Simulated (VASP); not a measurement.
Crystal: Ga2Te2S.

```xyz
5
Lattice="5.0017 0.0000 0.0000 0.0000 5.0017 0.0000 0.0000 0.0000 5.5655" Properties=species:S:1:pos:R:3 pbc="T T T"
Ga    2.5008    0.0000    0.6798
Ga    0.0000    2.5008    0.6798
Te    0.0000    0.0000    1.0203
Te    0.0000    0.0000    3.9146
S     2.5008    2.5008    0.4159
```

The cell was generated, and may not be a known phase.

* Program: VASP 6.6.1
* Task: relaxation of cell and atoms
* Functional: PBE
* Potentials or basis: VASP PAW PBE potentials, release 64 (Ga_d, Te, S)
* Cutoff: 600 eV
* k mesh: 4 × 4 × 4
* Occupations: gaussian, width 0.1 eV
* Spin: no spin polarisation

At the start: pressure 10.5 GPa; volume 27.85 Å³/atom.

Task: Where does the relaxation end?

Result: Over 31 steps the energy falls by 513.2 meV/atom and the volume is 31.06 Å³/atom (+11.5 %); space group P4mm (No. 99, to 0.1 Å) before and after.

The path:
```csv
step,energy change (eV),largest force (eV/Å),pressure (GPa),volume (Å³)
1,0.0000,3.2985,10.50,139.23
2,-1.0416,0.7090,-1.94,179.24
3,-1.0807,0.9123,-0.46,169.73
4,-1.0813,0.8869,-0.61,170.63
5,-1.2060,0.9035,-0.59,169.23
6,-1.6185,1.1048,-0.50,165.02
7,-2.2835,1.5093,0.07,156.65
8,-1.0343,3.4452,7.47,140.13
9,-2.3462,1.6998,0.63,153.60
10,-2.4471,1.0504,0.27,153.77
11,-2.4760,0.7761,0.15,153.91
12,-2.5135,0.5626,0.02,154.35
13,-2.5526,0.2285,-0.18,155.27
14,-2.5533,0.1616,-0.18,155.44
15,-2.5534,0.1804,-0.17,155.39
16,-2.5568,0.0923,0.09,154.56
17,-2.5571,0.0857,0.19,154.26
18,-2.5587,0.0807,-0.02,154.98
19,-2.5590,0.0788,-0.04,155.23
20,-2.5593,0.0755,-0.18,155.72
21,-2.5600,0.0666,-0.04,155.60
22,-2.5604,0.0592,0.04,155.45
23,-2.5613,0.0549,-0.02,155.56
24,-2.5632,0.0496,-0.11,155.87
25,-2.5632,0.1056,-0.34,156.48
26,-2.5639,0.0496,-0.23,156.16
27,-2.5645,0.0492,-0.14,155.92
28,-2.5648,0.0494,-0.09,155.70
29,-2.5652,0.0499,0.04,155.28
30,-2.5654,0.0428,0.00,155.28
31,-2.5660,0.0249,0.01,155.28
```

Final structure:
```xyz
5
Lattice="5.0024 0.0000 0.0000 0.0000 5.0024 0.0000 0.0000 0.0000 6.2053" Properties=species:S:1:pos:R:3 pbc="T T T"
Ga    2.5012    0.0000    0.2348
Ga    5.0024    2.5012    0.2348
Te    0.0000    0.0000    1.8412
Te    0.0000    0.0000    4.8364
S     2.5012    2.5012    0.3347
```
